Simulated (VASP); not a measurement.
# LiH in VASP: a series of runs, part 2 of 2

VASP 6.6.1. Earlier steps stand in the parts before.

## (4) Single point, PBE (uniaxial x strain -5.0%)

Contents of INCAR:

```
PREC = Accurate ; ENCUT = 520
EDIFF = 1E-6 ; ISMEAR = -1
SIGMA = 0.02 ; LREAL = False
LASPH = True ; NELM = 100
ALGO = Normal ; ISIF = 2
LWAVE = False ; LCHARG = False
GGA = PE ; NBANDS = 12
```

Contents of KPOINTS:

```
Automatic mesh
0
Gamma
  12 12 6
```

Contents of POSCAR:

```
LiH
1.0
    3.0933638487      0.0000000000      0.0000000000
   -1.5466819244      2.8196312768      0.0000000000
    0.0000000000      0.0000000000      4.0684421498
Li H
2 2
Direct
    0.3367184244      0.6734368488     -0.0625000000
    0.6632815756      0.3265631512      0.4375000000
    0.3371579721      0.6743159443      0.4375000000
    0.6628420279      0.3256840557      0.9375000000
```

The run is started by

```
$ cat potpaw_PBE.64/Li_sv/POTCAR potpaw_PBE.64/H/POTCAR > POTCAR
$ mpirun -np 1 vasp_std > vasp.out
```

Run time: 22 s. Hardware: 1 thread of Intel Xeon Platinum 8559C (Emerald Rapids), shared host; peak memory 0.18 GiB.

Results (log left out):

* Free energy: -12.1472 eV
* Largest force: 0.004 eV/Å
* Band gap on the k mesh: 1.94 eV, indirect (least direct gap 2.94 eV)

Forces on the atoms (eV/Å):
```
Li   0.000  0.004  0.000
Li   0.000 -0.004  0.000
H    0.000  0.000  0.000
H    0.000  0.000  0.000
```

Levels at points of the mesh, in eV from the valence-band top:
| k point | band 2 | band 3 | band 4 | band 5 | band 6 | band 7 |
| --- | --- | --- | --- | --- | --- | --- |
| (0.00, 0.00, 0.00) | -44.40 | -5.30 | 0.00 | 2.94 | 10.75 | 11.82 |
| (0.50, 0.00, 0.00) | -44.41 | -2.67 | -1.96 | 4.57 | 6.99 | 7.44 |
| (0.00, 0.50, 0.00) | -44.41 | -2.92 | -2.24 | 4.98 | 6.68 | 8.44 |
| (0.00, 0.00, 0.50) | -44.43 | -3.79 | -3.79 | 9.75 | 9.75 | 12.88 |
| (0.50, 0.00, 0.50) | -44.42 | -2.32 | -2.32 | 4.49 | 4.49 | 9.62 |
| (0.00, 0.50, 0.50) | -44.42 | -2.58 | -2.58 | 4.39 | 4.39 | 10.61 |

Caveat: the cell differs from its parent crystal (uniaxial x strain -5.0%).

## (5) Single point, r2SCAN (uniaxial x strain -5.0%)

POSCAR is that of step 4.

Contents of INCAR.step1:

```
PREC = Accurate
ENCUT = 520
ISMEAR = 0
SIGMA = 0.01
LREAL = False
LASPH = True
NELM = 60
NBANDS = 12
GGA = PE
ALGO = Normal
EDIFF = 1E-4
LWAVE = True
LCHARG = False
```

Contents of INCAR.step2:

```
PREC = Accurate
ENCUT = 520
EDIFF = 1E-7
ISMEAR = 0
SIGMA = 0.01
LREAL = False
LASPH = True
NELM = 60
ALGO = Normal
ISIF = 2
LWAVE = False
LCHARG = False
METAGGA = R2SCAN
LMIXTAU = True
NBANDS = 12
ISTART = 1
```

KPOINTS is that of step 4.

The run is started by

```
$ cat potpaw_PBE.64/Li_sv/POTCAR potpaw_PBE.64/H/POTCAR > POTCAR
$ cp INCAR.step1 INCAR
$ mpirun -np 1 vasp_std > vasp.out
$ cp INCAR.step2 INCAR
$ mpirun -np 1 vasp_std > vasp.out
```

It took 2.1 min on 1 thread of Intel Xeon Platinum 8559C (Emerald Rapids), shared host; peak memory 0.19 GiB.

The run converged. Its results:

```
Free energy            : -13.5176 eV
Largest force          : 0.024 eV/Å
Band gap on the k mesh : 2.42 eV, indirect (least direct gap 3.47 eV)
```

Forces on the atoms (eV/Å):
```
Li   0.000  0.024  0.000
Li   0.000 -0.024  0.000
H    0.000 -0.003  0.000
H    0.000  0.003  0.000
```

Levels at points of the mesh, in eV from the valence-band top:
| k point | band 1 | band 2 | band 3 | band 4 | band 5 | band 6 | band 7 | band 8 |
| --- | --- | --- | --- | --- | --- | --- | --- | --- |
| (0.00, 0.00, 0.00) | -45.88 | -45.82 | -5.34 | 0.00 | 3.47 | 11.68 | 12.83 | 13.15 |
| (0.50, 0.00, 0.00) | -45.85 | -45.83 | -2.72 | -1.94 | 5.05 | 7.69 | 8.14 | 9.70 |
| (0.00, 0.50, 0.00) | -45.85 | -45.83 | -2.97 | -2.23 | 5.49 | 7.37 | 9.18 | 9.29 |
| (0.00, 0.00, 0.50) | -45.85 | -45.85 | -3.79 | -3.79 | 10.53 | 10.53 | 14.01 | 14.01 |
| (0.50, 0.00, 0.50) | -45.84 | -45.84 | -2.36 | -2.36 | 5.09 | 5.09 | 10.43 | 10.43 |
| (0.00, 0.50, 0.50) | -45.84 | -45.84 | -2.62 | -2.62 | 5.00 | 5.00 | 11.46 | 11.46 |

Caveat: the cell differs from its parent crystal (uniaxial x strain -5.0%); the PAW data sets were made with another functional, which shifts forces and pressure a little. A k mesh can miss the band edges.

## (6) Overview

| level | cell | smearing | gap on the mesh (eV) |
| --- | --- | --- | --- |
| PBE | a = 3.081, b = 3.081, c = 4.068 Å, angles 90.0, 90.0, 120.0°, 4 atoms | fermi-dirac 0.02 eV | 2.04 |
| r2SCAN | a = 3.081, b = 3.081, c = 4.068 Å, angles 90.0, 90.0, 120.0°, 4 atoms | gaussian 0.01 eV | 2.55 |
| PBE | a = 3.093, b = 3.216, c = 4.068 Å, angles 90.0, 90.0, 118.7°, 4 atoms | fermi-dirac 0.02 eV | 1.94 |
| r2SCAN | a = 3.093, b = 3.216, c = 4.068 Å, angles 90.0, 90.0, 118.7°, 4 atoms | gaussian 0.01 eV | 2.42 |

Alike in all rows: task single point; potentials or basis VASP PAW PBE potentials, release 64 (Li_sv, H); no spin polarisation; k mesh 12 × 12 × 6; cutoff (eV) 520.

Caveats: the PAW data sets were made with another functional, which shifts forces and pressure a little (some runs).

Absolute energies hang on the potentials; compare differences alone.
